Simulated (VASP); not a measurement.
Br:

```
CELL_PARAMETERS angstrom
3.06000 0.00000 0.00000
0.00000 3.06000 0.00000
0.00000 0.00000 3.06000
ATOMIC_POSITIONS crystal
Br 0.00000 0.00000 0.00000
```

| Property | Result |
| --- | --- |
| Program | VASP 6.6.1 |
| Task | relaxation of cell and atoms |
| Functional | PBE |
| Potentials or basis | VASP PAW PBE potentials, release 64 (Br) |
| Cutoff | 600 eV |
| k mesh | 15 × 15 × 15 |
| Occupations | fermi-dirac, width 0.02 eV |
| Spin | no spin polarisation |

At the start: pressure 1.2 GPa; volume 28.65 Å³/atom.

Q: Where does the relaxation end?

A: Over 3 steps the energy falls by 3.9 meV/atom and the volume is 29.72 Å³/atom (+3.7 %); space group Pm-3m (No. 221, to 0.1 Å) before and after.

The path:
| step | energy change (eV) | largest force (eV/Å) | pressure (GPa) | volume (Å³) |
| --- | --- | --- | --- | --- |
| 1 | 0.0000 | 0.0000 | 1.20 | 28.65 |
| 2 | -0.0038 | 0.0000 | 0.17 | 29.56 |
| 3 | -0.0039 | 0.0000 | 0.05 | 29.72 |

Final structure:
```
Br
1.0
     3.09759    0.00000    0.00000
     0.00000    3.09759    0.00000
     0.00000    0.00000    3.09759
Br
1
Direct
  0.00000 0.00000 0.00000
```

Caveat: an odd number of electrons without spin polarisation forces a metal; a magnetic or distorted state may lie lower.
